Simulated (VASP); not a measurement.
# Si5W (F-43m) in VASP: a series of runs, part 2 of 2

VASP 6.6.1. Earlier steps stand in the parts before.

## Step 3: Relaxation of cell and atoms, PBE

This run uses another cell than the first one, of 14.08 Å³/atom, 1.006 times its volume.

Contents of INCAR:

```
ALGO = Normal ; EDIFF = 1E-7
EDIFFG = -0.01 ; ENCUT = 600
GGA = PE ; IBRION = 2
ISIF = 3 ; ISMEAR = 0
LASPH = True ; LCHARG = False
LREAL = False ; LWAVE = False
NELM = 80 ; NSW = 100
PREC = Accurate ; SIGMA = 0.1
```

Contents of KPOINTS:

```
k-points
0
Gamma
  10 10 10
```

Contents of POSCAR:

```
Si5W
1.0
    0.0000000000      3.4826070289      3.4826070289
    3.4826070289      0.0000000000      3.4826070289
    3.4826070289      3.4826070289      0.0000000000
Si W
5 1
Direct
    0.3745939640      0.3745939640      0.8762181081
    0.3745939640      0.8762181081      0.3745939640
    0.8762181081      0.3745939640      0.3745939640
    0.3745939640      0.3745939640      0.3745939640
    0.7500000000      0.7500000000      0.7500000000
    0.0000000000      0.0000000000      0.0000000000
```

Potentials or basis: VASP PAW PBE potentials, release 64 (Si, W_sv).

Run with:

```bash
> cat potpaw_PBE.64/Si/POTCAR potpaw_PBE.64/W_sv/POTCAR > POTCAR
> mpirun -np 1 vasp_std > vasp.out
```

OUTCAR:

```text
EDIFF = 1E-7
   EDIFFG = -0.01
   ENCUT = 600
   GGA = PE
   IBRION = 2
   ISIF = 3
   ISMEAR = 0
   LASPH = True
   LREAL = False
   NELM = 80
   NSW = 100
   PREC = Accurate

 ion  position               nearest neighbor table
   1  0.375  0.375  0.876-   2 2.45   3 2.45   4 2.45   2 2.47   3 2.47   4 2.47   6 2.89   6 2.89
                             6 2.89   5 2.89   5 2.89   5 2.89
   2  0.375  0.876  0.375-   1 2.45   3 2.45   4 2.45   3 2.47   1 2.47   4 2.47   6 2.89   6 2.89
                             6 2.89   5 2.89   5 2.89   5 2.89
   3  0.876  0.375  0.375-   1 2.45   2 2.45   4 2.45   2 2.47   1 2.47   4 2.47   6 2.89   6 2.89
                             6 2.89   5 2.89   5 2.89   5 2.89
   4  0.375  0.375  0.375-   1 2.45   2 2.45   3 2.45   3 2.47   2 2.47   1 2.47   6 2.89   6 2.89
                             6 2.89   5 2.89   5 2.89   5 2.89
   5  0.750  0.750  0.750-   1 2.89   2 2.89   3 2.89   4 2.89   4 2.89   4 2.89   2 2.89   3 2.89
                             1 2.89   1 2.89   3 2.89   2 2.89   6 3.02   6 3.02   6 3.02   6 3.02
   6  0.000  0.000  0.000-   2 2.89   3 2.89   1 2.89   3 2.89   1 2.89   2 2.89   4 2.89   4 2.89
                             4 2.89   1 2.89   2 2.89   3 2.89   5 3.02   5 3.02   5 3.02   5 3.02

  LATTYP: Found a face centered cubic cell.
 ALAT       =     6.9652140578

  Lattice vectors:

 A1 = (   0.0000000000,   3.4826070289,   3.4826070289)
 A2 = (   3.4826070289,   0.0000000000,   3.4826070289)
 A3 = (   3.4826070289,   3.4826070289,   0.0000000000)

Analysis of symmetry for initial positions (statically):
=====================================================================
 Subroutine PRICEL returns:
 Original cell was already a primitive cell.

 Routine SETGRP: Setting up the symmetry group for a
 face centered cubic supercell.

 Subroutine GETGRP returns: Found 24 space group operations
 (whereof 24 operations were pure point group operations)
 out of a pool of 48 trial point group operations.

The static configuration has the point symmetry T_d .

Analysis of symmetry for dynamics (positions and initial velocities):
=====================================================================
 Subroutine PRICEL returns:
 Original cell was already a primitive cell.

 Routine SETGRP: Setting up the symmetry group for a
 face centered cubic supercell.

 Subroutine GETGRP returns: Found 24 space group operations
 (whereof 24 operations were pure point group operations)
 out of a pool of 48 trial point group operations.

The dynamic configuration has the point symmetry T_d .

 Subroutine INISYM returns: Found 24 space group operations
 (whereof 24 operations are pure point group operations),
 and found     1 'primitive' translations

----------------------------------------------------------------------------------------

                                     Primitive cell

  volume of cell :      84.4780

  direct lattice vectors                    reciprocal lattice vectors
     0.000000000  3.482607029  3.482607029    -0.143570606  0.143570606  0.143570606
     3.482607029  0.000000000  3.482607029     0.143570606 -0.143570606  0.143570606
     3.482607029  3.482607029  0.000000000     0.143570606  0.143570606 -0.143570606

  length of vectors
     4.925150093  4.925150093  4.925150093     0.248671583  0.248671583  0.248671583

  position of ions in fractional coordinates (direct lattice)
     0.374593964  0.374593964  0.876218108
     0.374593964  0.876218108  0.374593964
     0.876218108  0.374593964  0.374593964
     0.374593964  0.374593964  0.374593964
     0.750000000  0.750000000  0.750000000
[... 70 lines left out ...]
   NGX,Y,Z   is equivalent  to a cutoff of  13.50, 13.50, 13.50 a.u.
   NGXF,Y,Z  is equivalent  to a cutoff of  27.00, 27.00, 27.00 a.u.
 SYSTEM =  unknown system
   PREC   = accura    normal or accurate (medium, high low for compatibility)
   ISTART =      0    job   : 0-new  1-cont  2-samecut
   ICHARG =      2    charge: 1-file 2-atom 10-const
   ISPIN  =      1    spin polarized calculation?
   LNONCOLLINEAR =      F non collinear calculations
   LSORBIT =      F    spin-orbit coupling
   LASPH  =      T    aspherical Exc in radial PAW
   ENCUT  =  600.0 eV  44.10 Ry    6.64 a.u.   9.84  9.84  9.84*2*pi/ulx,y,z
   NELM   =     80;   NELMIN=  2; NELMDL= -5     # of ELM steps
   EDIFF  = 0.1E-06   stopping-criterion for ELM
   LREAL  =      F    real-space projection
   EDIFFG = -.1E-01   stopping-criterion for IOM
   NSW    =    100    number of steps for IOM
   IBRION =      2    ionic relax: 0-MD 1-quasi-New 2-CG
   NFREE  =      1    steps in history (QN), initial steepest desc. (CG)
   ISIF   =      3    stress and relaxation
   ISYM   =      2    0-nonsym 1-usesym 2-fastsym
   POTIM  = 0.5000    time-step for ionic-motion
   TEBEG  =    0.0;   TEEND  =   0.0 temperature during run
   PSTRESS=    0.0 pullay stress
   NELECT =      34.0000    total number of electrons
   NUPDOWN=      -1.0000    fix difference up-down
   EMIN   =  10.00;   EMAX   =-10.00  energy-range for DOS
   EFERMI =   0.00;   METHOD = LEGACY
   ISMEAR =     0;   SIGMA  =   0.10  broadening in eV -4-tet -1-fermi 0-gaus
   EFERMI_NEDOS =   21; number of points for ismear=-14 and -15
   IALGO  =     38    algorithm
   IMIX   =      4    mixing-type and parameters
     AMIX     =   0.40;   BMIX     =  1.00
     AMIX_MAG =   1.60;   BMIX_MAG =  1.00
  volume/ion in A,a.u.               =      14.08        95.01
  Fermi-wavevector in a.u.,A,eV,Ry     =   1.208704  2.284120 19.877644  1.460966
  Thomas-Fermi vector in A             =   2.344304
   LORBIT       =      0    0 simple, 1 ext, 2 COOP (PROOUT), +10 PAW based schemes
   GGA     = PE    functional components
   LHFCALC =     F    Hartree Fock is set to
   AEXX    =    0.0000 exact exchange contribution
   IVDW    =     0    specifies the selected vdW correction
   LEPSILON=     F    determine dielectric tensor
   LRPA    =     F    only Hartree local field effects (RPA)
 conjugate gradient relaxation of ions
 non-spin polarized calculation
 Gauss-broadening in eV      SIGMA  =   0.10
  energy-cutoff  :      600.00
  volume of cell :       84.48
 maximum number of plane-waves:      2840
   NGX = 19   NGY = 19   NGZ = 19

--------------------------------------- Ionic step        1  -------------------------------------------

 number of electron      34.0000002 magnetization

 Free energy of the ion-electron system (eV)
  ---------------------------------------------------
  ext. energy  EPLUGINS =         0.00000000
  ---------------------------------------------------
  free energy    TOTEN  =       -36.45202554 eV

  energy without entropy =      -36.42838058  energy(sigma->0) =      -36.44020306

------------------------ aborting loop because EDIFF is reached ----------------------------------------

  FORCE on cell =-STRESS in cart. coord.  units (eV):
  Direction    XX          YY          ZZ          XY          YZ          ZX
  --------------------------------------------------------------------------------------
  -------------------------------------------------------------------------------------
  Total       -0.3488644     -0.3488644     -0.3488644     -0.0000000      0.0000000     -0.0000000
  in kB       -6.6164308     -6.6164308     -6.6164308     -0.0000000      0.0000000     -0.0000000
  external PRESSURE =      -6.6164308 kB  Pullay stress =       0.0000000 kB
[... 67 lines left out ...]
--------------------------------------- Ionic step        3  -------------------------------------------

 number of electron      34.0000002 magnetization

 Free energy of the ion-electron system (eV)
  ---------------------------------------------------
  ext. energy  EPLUGINS =         0.00000000
  ---------------------------------------------------
  free energy    TOTEN  =       -36.46243205 eV

  energy without entropy =      -36.43887661  energy(sigma->0) =      -36.45065433

 E-fermi :  11.4559     XC(G=0): -11.8402

 val. band max:       11.4539513544   @ k =  -0.4000   0.2000   0.1000
 cond. band min:      11.4570860425   @ k =   0.5000   0.0000   0.0000
 fundamental gap:      0.0031346881
 Fermi energy:        11.4558698757

 k-point     1 :       0.0000    0.0000    0.0000
  band No.  band energies     occupation
      1     -63.4732      2.00000
      2     -27.6430      2.00000
      3     -27.6430      2.00000
      4     -27.6430      2.00000
      5      -3.6715      2.00000
      6       3.1947      2.00000
[... 565 lines left out ...]
     20      12.8719      0.00000
     21      13.4134      0.00000

 [... further k-points ...]

------------------------ aborting loop because EDIFF is reached ----------------------------------------

  FORCE on cell =-STRESS in cart. coord.  units (eV):
  Direction    XX          YY          ZZ          XY          YZ          ZX
  --------------------------------------------------------------------------------------
  -------------------------------------------------------------------------------------
  Total       -0.0138549     -0.0138549     -0.0138549     -0.0000000      0.0000000      0.0000000
  in kB       -0.2643767     -0.2643767     -0.2643767     -0.0000000      0.0000000      0.0000000
  external PRESSURE =      -0.2643767 kB  Pullay stress =       0.0000000 kB
[... 21 lines left out ...]
  FREE ENERGIE OF THE ION-ELECTRON SYSTEM (eV)
  ---------------------------------------------------
  free  energy   TOTEN  =       -36.4624320506 eV

  energy  without entropy=      -36.4388766112  energy(sigma->0) =      -36.45065433

 reached required accuracy - stopping structural energy minimisation
```

Wall time 3.1 min (1 thread of Intel Xeon Platinum 8375C at 2.90GHz (Ice Lake), shared host); peak memory 0.29 GiB.

Results:

```
Free energy                            : -36.4624 eV
Relaxed volume                         : 13.99 Å³/atom
Relaxed cell                           : a = 4.915 Å, b = 4.915 Å, c = 4.915 Å, α = 60.00°, β = 60.00°, γ = 60.00°
Space group after relaxing (to 0.05 Å) : F-43m (No. 216)
Energy gained by relaxing              : 1.7 meV/atom
Ionic steps                            : 3
Pressure after relaxing                : 0.0 GPa
Band gap on the k mesh                 : zero (band 17 reaches 11.73 eV, above the bottom of band 18 at 10.12 eV)
```

Step by step:
```csv
step,energy change (eV),largest force (eV/Å),pressure (GPa),volume (Å³)
1,0.0000,0.3639,-0.66,84.48
2,-0.0089,0.1437,0.25,83.77
3,-0.0104,0.0017,-0.03,83.96
```

Final structure:
```cif
data_structure
_symmetry_space_group_name_H-M 'P 1'
_symmetry_Int_Tables_number 1
_cell_length_a 4.9151
_cell_length_b 4.9151
_cell_length_c 4.9151
_cell_angle_alpha 60.000
_cell_angle_beta 60.000
_cell_angle_gamma 60.000
_cell_volume 83.96
loop_
_atom_site_label
_atom_site_type_symbol
_atom_site_fract_x
_atom_site_fract_y
_atom_site_fract_z
_atom_site_occupancy
Si1 Si 0.37565 0.37565 0.87306 1
Si2 Si 0.37565 0.87306 0.37565 1
Si3 Si 0.87306 0.37565 0.37565 1
Si4 Si 0.37565 0.37565 0.37565 1
Si5 Si 0.75000 0.75000 0.75000 1
W1 W 0.00000 0.00000 0.00000 1
```

Levels at points of the mesh, in eV from the Fermi level:
```tsv
k point	band 14	band 15	band 16	band 17	band 18	band 19	band 20	band 21
(0.00, 0.00, 0.00)	-4.76	-4.76	-1.19	-1.19	-1.19	1.29	1.59	1.59
(0.50, 0.00, 0.00)	-3.25	-1.45	-0.22	0.00	0.00	0.48	0.48	1.30
(0.50, 0.50, 0.00)	-2.27	-1.73	-0.51	0.08	0.08	0.13	1.26	1.26
```

Caveat: spin-orbit coupling is left out, which moves the levels of the heavy elements.
